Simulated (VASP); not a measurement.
# PCS4 (P4/mmm) in VASP: further runs

The runs below take PCS4 through single point, with PBE+D3(BJ).

All numbers are computed with VASP 6.6.1; they aren't measurements. Logs are shortened: lines on timing, memory, paths and dates and some standing lists are left out, and cuts for length are marked.

## (1) The cell of the first run

It takes space group P4/mmm (No. 123, tetragonal). The conventional cell has a = 3.027 Å, b = 3.027 Å, c = 10.031 Å, α = 90.00°, β = 90.00°, γ = 90.00°. Within 3.4 Å of P (site symmetry 4/mmm) lie 8 S at 2.60 Å and 4 P at 3.03 Å. C (site symmetry 4/mmm) has 8 S at 2.37 Å and 4 C at 3.03 Å within 3.1 Å. S (site symmetry 4mm) has 4 P at 2.60 Å and 9 S at 2.96 to 3.30 Å within 3.4 Å. Within 2.7 Å of S (site symmetry 4mm) lie 1 S at 2.05 Å and 4 C at 2.37 Å.

## (2) Single point, PBE+D3(BJ)

INCAR reads:

```
PREC = Accurate
ENCUT = 520
EDIFF = 1E-7
ISMEAR = 0
SIGMA = 0.1
LREAL = False
LASPH = True
NELM = 100
ALGO = Normal
ISIF = 2
LWAVE = False
LCHARG = True
GGA = PE
IVDW = 12
LELF = True
LVHAR = True
NBANDS = 26
```

KPOINTS reads:

```
regular mesh
0
Gamma
  6 6 2
```

POSCAR reads:

```
PCS4
1.0
    3.0270281878      0.0000000000      0.0000000000
    0.0000000000      3.0270281878      0.0000000000
    0.0000000000      0.0000000000     10.0308994962
P C S
1 1 4
Direct
    0.0000000000      0.0000000000      0.0000000000
    0.5000000000      0.5000000000      0.5000000000
    0.5000000000      0.5000000000      0.1474697422
    0.0000000000      0.0000000000      0.6023500352
    0.0000000000      0.0000000000      0.3976499648
    0.5000000000      0.5000000000      0.8525302578
```

Potentials or basis: VASP PAW PBE potentials, release 64 (P, C, S).

Run with:

```console
cat potpaw_PBE.64/P/POTCAR potpaw_PBE.64/C/POTCAR potpaw_PBE.64/S/POTCAR > POTCAR
mpirun -np 1 vasp_std > vasp.out
```

OUTCAR:

```text
PREC = Accurate
   ENCUT = 520
   EDIFF = 1E-7
   ISMEAR = 0
   LREAL = False
   LASPH = True
   NELM = 100
   ISIF = 2
   GGA = PE
   IVDW = 12
 IVDW          = 12

 ion  position               nearest neighbor table
   1  0.000  0.000  0.000-   3 2.60   6 2.60   3 2.60   6 2.60   3 2.60   6 2.60   3 2.60   6 2.60

   2  0.500  0.500  0.500-   4 2.37   5 2.37   4 2.37   5 2.37   4 2.37   5 2.37   4 2.37   5 2.37

   3  0.500  0.500  0.147-   1 2.60   1 2.60   1 2.60   1 2.60
   4  0.000  0.000  0.602-   5 2.05   2 2.37   2 2.37   2 2.37   2 2.37
   5  0.000  0.000  0.398-   4 2.05   2 2.37   2 2.37   2 2.37   2 2.37
   6  0.500  0.500  0.853-   1 2.60   1 2.60   1 2.60   1 2.60

  LATTYP: Found a simple tetragonal cell.
 ALAT       =     3.0270281878
 C/A-ratio  =     3.3137780271

  Lattice vectors:

 A1 = (   3.0270281878,   0.0000000000,   0.0000000000)
 A2 = (   0.0000000000,   3.0270281878,   0.0000000000)
 A3 = (   0.0000000000,   0.0000000000,  10.0308994962)

Analysis of symmetry for initial positions (statically):
=====================================================================
 Subroutine PRICEL returns:
 Original cell was already a primitive cell.

 Routine SETGRP: Setting up the symmetry group for a
 simple tetragonal supercell.

 Subroutine GETGRP returns: Found 16 space group operations
 (whereof 16 operations were pure point group operations)
 out of a pool of 16 trial point group operations.

The static configuration has the point symmetry D_4h.

Analysis of symmetry for dynamics (positions and initial velocities):
=====================================================================
 Subroutine PRICEL returns:
 Original cell was already a primitive cell.

 Routine SETGRP: Setting up the symmetry group for a
 simple tetragonal supercell.

 Subroutine GETGRP returns: Found 16 space group operations
 (whereof 16 operations were pure point group operations)
 out of a pool of 16 trial point group operations.

The dynamic configuration has the point symmetry D_4h.

 Subroutine INISYM returns: Found 16 space group operations
 (whereof 16 operations are pure point group operations),
 and found     1 'primitive' translations

----------------------------------------------------------------------------------------

                                     Primitive cell

  volume of cell :      91.9121

  direct lattice vectors                    reciprocal lattice vectors
     3.027028188  0.000000000  0.000000000     0.330357016  0.000000000  0.000000000
     0.000000000  3.027028188  0.000000000     0.000000000  0.330357016  0.000000000
     0.000000000  0.000000000 10.030899496     0.000000000  0.000000000  0.099691957

  length of vectors
     3.027028188  3.027028188 10.030899496     0.330357016  0.330357016  0.099691957

  position of ions in fractional coordinates (direct lattice)
     0.000000000  0.000000000  0.000000000
     0.500000000  0.500000000  0.500000000
     0.500000000  0.500000000  0.147469742
     0.000000000  0.000000000  0.602350035
     0.000000000  0.000000000  0.397649965
     0.500000000  0.500000000  0.852530258

  ion indices of the primitive-cell ions
   primitive index   ion index
                 1           1
                 2           2
                 3           3
                 4           4
                 5           5
                 6           6

----------------------------------------------------------------------------------------

 KPOINTS: regular mesh

Automatic generation of k-mesh.
 Grid dimensions read from file:
 generate k-points for:    6    6    2

 Generating k-lattice:

  Cartesian coordinates                     Fractional coordinates (reciprocal lattice)
     0.055059503  0.000000000  0.000000000     0.166666667  0.000000000  0.000000000
     0.000000000  0.055059503  0.000000000     0.000000000  0.166666667  0.000000000
     0.000000000  0.000000000  0.049845978     0.000000000  0.000000000  0.500000000

  Length of vectors
     0.055059503  0.055059503  0.049845978

  Shift w.r.t. Gamma in fractional coordinates (k-lattice)
     0.000000000  0.000000000  0.000000000

 Subroutine IBZKPT returns following result:
 ===========================================

 Found     20 irreducible k-points:

 Following reciprocal coordinates:
            Coordinates               Weight
  0.000000  0.000000  0.000000      1.000000
  0.166667  0.000000  0.000000      4.000000
  0.333333  0.000000  0.000000      4.000000
  0.500000  0.000000  0.000000      2.000000
  0.166667  0.166667  0.000000      4.000000
  0.333333  0.166667  0.000000      8.000000
[... 12 lines left out ...]
  0.500000  0.333333  0.500000      4.000000
  0.500000  0.500000  0.500000      1.000000
   k-points           NKPTS =     20   k-points in BZ     NKDIM =     20   number of bands    NBANDS=     26
   number of dos      NEDOS =    301   number of ions     NIONS =      6
   total plane-waves  NPLWV =  46080
   dimension x,y,z NGX =    24 NGY =   24 NGZ =   80
   dimension x,y,z NGXF=    48 NGYF=   48 NGZF=  160
   ions per type =               1   1   4
   NGX,Y,Z   is equivalent  to a cutoff of  13.18, 13.18, 13.26 a.u.
   NGXF,Y,Z  is equivalent  to a cutoff of  26.36, 26.36, 26.52 a.u.
 SYSTEM =  unknown system
   PREC   = accura    normal or accurate (medium, high low for compatibility)
   ISTART =      0    job   : 0-new  1-cont  2-samecut
   ICHARG =      2    charge: 1-file 2-atom 10-const
   ISPIN  =      1    spin polarized calculation?
   LNONCOLLINEAR =      F non collinear calculations
   LSORBIT =      F    spin-orbit coupling
   LASPH  =      T    aspherical Exc in radial PAW
   ENCUT  =  520.0 eV  38.22 Ry    6.18 a.u.   5.63  5.63 18.65*2*pi/ulx,y,z
   NELM   =    100;   NELMIN=  2; NELMDL= -5     # of ELM steps
   EDIFF  = 0.1E-06   stopping-criterion for ELM
   LREAL  =      F    real-space projection
   EDIFFG = 0.1E-05   stopping-criterion for IOM
   NSW    =      0    number of steps for IOM
   IBRION =     -1    ionic relax: 0-MD 1-quasi-New 2-CG
   NFREE  =      0    steps in history (QN), initial steepest desc. (CG)
   ISIF   =      2    stress and relaxation
   ISYM   =      2    0-nonsym 1-usesym 2-fastsym
   POTIM  = 0.5000    time-step for ionic-motion
   TEBEG  =    0.0;   TEEND  =   0.0 temperature during run
   PSTRESS=    0.0 pullay stress
   NELECT =      33.0000    total number of electrons
   NUPDOWN=      -1.0000    fix difference up-down
   EMIN   =  10.00;   EMAX   =-10.00  energy-range for DOS
   EFERMI =   0.00;   METHOD = LEGACY
   ISMEAR =     0;   SIGMA  =   0.10  broadening in eV -4-tet -1-fermi 0-gaus
   EFERMI_NEDOS =   21; number of points for ismear=-14 and -15
   IALGO  =     38    algorithm
   IMIX   =      4    mixing-type and parameters
     AMIX     =   0.40;   BMIX     =  1.00
     AMIX_MAG =   1.60;   BMIX_MAG =  1.00
  volume/ion in A,a.u.               =      15.32       103.38
  Fermi-wavevector in a.u.,A,eV,Ry     =   1.163559  2.198808 18.420525  1.353870
  Thomas-Fermi vector in A             =   2.300108
   LORBIT       =      0    0 simple, 1 ext, 2 COOP (PROOUT), +10 PAW based schemes
   GGA     = PE    functional components
   LHFCALC =     F    Hartree Fock is set to
   AEXX    =    0.0000 exact exchange contribution
   IVDW    =    12    specifies the selected vdW correction
   LEPSILON=     F    determine dielectric tensor
   LRPA    =     F    only Hartree local field effects (RPA)
 non-spin polarized calculation
 Gauss-broadening in eV      SIGMA  =   0.10
  energy-cutoff  :      520.00
  volume of cell :       91.91
 maximum number of plane-waves:      2508
 NGX is ok and might be reduce to    24
   NGX = 11   NGY = 11   NGZ = 37

 number of electron      32.9999993 magnetization

 Free energy of the ion-electron system (eV)
  ---------------------------------------------------
  ext. energy  EPLUGINS =         0.00000000
  ---------------------------------------------------
  free energy    TOTEN  =       -22.64452687 eV

  energy without entropy =      -22.62687822  energy(sigma->0) =      -22.63570254

 E-fermi :   7.0481     XC(G=0): -10.7947

 val. band max:        7.0412179110   @ k =   0.5000   0.3333   0.5000
 cond. band min:       7.0633411823   @ k =   0.5000   0.3333   0.0000
 fundamental gap:      0.0221232712
 Fermi energy:         7.0480681541

 k-point     1 :       0.0000    0.0000    0.0000
  band No.  band energies     occupation
      1     -11.2532      2.00000
      2      -9.1873      2.00000
      3      -7.0509      2.00000
      4      -5.6789      2.00000
      5      -2.1399      2.00000
      6       0.0043      2.00000
[... 18 lines left out ...]
     25      11.5389      0.00000
     26      11.9967      0.00000

 k-point     2 :       0.1667    0.0000    0.0000
  band No.  band energies     occupation
      1     -10.9323      2.00000
      2      -8.8005      2.00000
      3      -6.7285      2.00000
      4      -5.4127      2.00000
      5      -2.0641      2.00000
      6      -1.4619      2.00000
[... 18 lines left out ...]
     25      12.9141      0.00000
     26      13.6008      0.00000

 k-point     3 :       0.3333    0.0000    0.0000
  band No.  band energies     occupation
      1     -10.0884      2.00000
      2      -7.6961      2.00000
      3      -5.8714      2.00000
      4      -4.8129      2.00000
      5      -3.9330      2.00000
      6      -3.0587      2.00000
[... 456 lines left out ...]
 k-point    19 :       0.5000    0.3333    0.5000
  band No.  band energies     occupation
      1      -8.5209      2.00000
      2      -5.4114      2.00000
      3      -4.2835      2.00000
      4      -3.7624      2.00000
      5      -3.6651      2.00000
      6      -3.0228      2.00000
[... 18 lines left out ...]
     25      14.8497      0.00000
     26      15.7857      0.00000

 k-point    20 :       0.5000    0.5000    0.5000
  band No.  band energies     occupation
      1      -8.0973      2.00000
      2      -4.8092      2.00000
      3      -3.8223      2.00000
      4      -3.3690      2.00000
      5      -2.3907      2.00000
      6      -1.7983      2.00000
[... 18 lines left out ...]
     25      15.1205      0.00000
     26      15.5728      0.00000

------------------------ aborting loop because EDIFF is reached ----------------------------------------

 Edisp (eV)   -1.98883

 E8    (eV) :    -0.7099

  FORCE on cell =-STRESS in cart. coord.  units (eV):
  Direction    XX          YY          ZZ          XY          YZ          ZX
  --------------------------------------------------------------------------------------
  -------------------------------------------------------------------------------------
  Total      -0.08527    -0.08527    -0.33496     0.00000     0.00000     0.00000
  in kB      -1.48640    -1.48640    -5.83891     0.00000     0.00000     0.00000
  external pressure =       -2.94 kB  Pullay stress =        0.00 kB

 VOLUME and BASIS-vectors are now :
 -----------------------------------------------------------------------------
  energy-cutoff  :      520.00
  volume of cell :       91.91
      direct lattice vectors                 reciprocal lattice vectors
     3.027028188  0.000000000  0.000000000     0.330357016  0.000000000  0.000000000
     0.000000000  3.027028188  0.000000000     0.000000000  0.330357016  0.000000000
     0.000000000  0.000000000 10.030899496     0.000000000  0.000000000  0.099691957

 POSITION                                       TOTAL-FORCE (eV/Angst)
 -----------------------------------------------------------------------------------
      0.00000      0.00000      0.00000        -0.000000     -0.000000     -0.000000
      1.51351      1.51351      5.01545        -0.000000     -0.000000     -0.000000
      1.51351      1.51351      1.47925        -0.000000      0.000000     -0.010606
      0.00000      0.00000      6.04211        -0.000000     -0.000000     -0.139229
      0.00000      0.00000      3.98879        -0.000000     -0.000000      0.139229
      1.51351      1.51351      8.55165         0.000000     -0.000000      0.010606
 -----------------------------------------------------------------------------------
    total drift:                                0.000000     -0.000000      0.000000

  FREE ENERGIE OF THE ION-ELECTRON SYSTEM (eV)
  ---------------------------------------------------
  free  energy   TOTEN  =       -24.6333610734 eV

  energy  without entropy=      -24.6157124224  energy(sigma->0) =      -24.62453675
```

Run time: 18 s. Hardware: 1 thread of Intel Xeon 6975P-C (Granite Rapids), shared host; peak memory 0.22 GiB.

What came out:

```yaml
Free_energy: -24.6334 eV
Pressure: -0.3 GPa
Largest_force: 0.139 eV/Å
Dispersion_energy_per_atom: -0.331 eV
```

Forces on the atoms (eV/Å):
```
P    0.000  0.000  0.000
C    0.000  0.000  0.000
S    0.000  0.000 -0.011
S    0.000  0.000 -0.139
S    0.000  0.000  0.139
S    0.000  0.000  0.011
```

Caveat: pairwise dispersion overbinds metals, which lowers pressure and volume.

(Continued in part 2 of 2.)
